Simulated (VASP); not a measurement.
Input of a VASP 6.6.1 run:

INCAR

```
PREC = Accurate
ENCUT = 600
EDIFF = 1E-7
ISMEAR = 0
SIGMA = 0.1
LREAL = F
LASPH = T
NELM = 80
ALGO = Normal
ISIF = 3
LWAVE = F
LCHARG = F
GGA = PE
IBRION = 2
NSW = 90
EDIFFG = -0.04
```

Contents of KPOINTS:

```
Automatic mesh
0
Gamma
  4 4 4
```

File POSCAR:

```
Mg2Si3N
1.0
    2.4548696900     -4.4180069900      0.0000000000
    2.4548696900      4.4180069900      0.0000000000
    0.0000000000      0.0000000000      4.0517806500
Mg Si N
2 3 1
Direct
    0.5000000000      0.0000000000      0.5000000000
    0.0000000000      0.5000000000      0.5000000000
    0.6779564000      0.3220436000      0.0000000000
    0.3220436000      0.6779564000      0.0000000000
    0.5000000000      0.5000000000      0.5000000000
    0.0000000000      0.0000000000      0.0000000000
```

Potentials or basis: VASP PAW PBE potentials, release 64 (Mg, Si, N).

Run with:

```console
$ cat potpaw_PBE.64/Mg/POTCAR potpaw_PBE.64/Si/POTCAR potpaw_PBE.64/N/POTCAR > POTCAR
$ mpirun -np 1 vasp_std > vasp.out
```

Task: What does it give for the relaxed volume?

Result: 17.72 Å³/atom.

Task: Predict the relaxed cell.

Result: a = 5.218 Å, b = 5.218 Å, c = 3.989 Å, α = 90.00°, β = 90.00°, γ = 78.22°.

Task: Estimate the space group after relaxing (to 0.05 Å).

Result: Cmmm (No. 65).

Forces in eV/Å, atoms in the order of the input:
```
Mg   0.000  0.000  0.000
Mg   0.000  0.000  0.000
Si   0.000  0.013  0.000
Si   0.000 -0.013  0.000
Si   0.000  0.000  0.000
N    0.000  0.000  0.000
```

Caveat: the k points lie up to 0.39 Å⁻¹ apart in the final cell; the volume moved by over 15 % at a fixed basis, so the end points are rough.
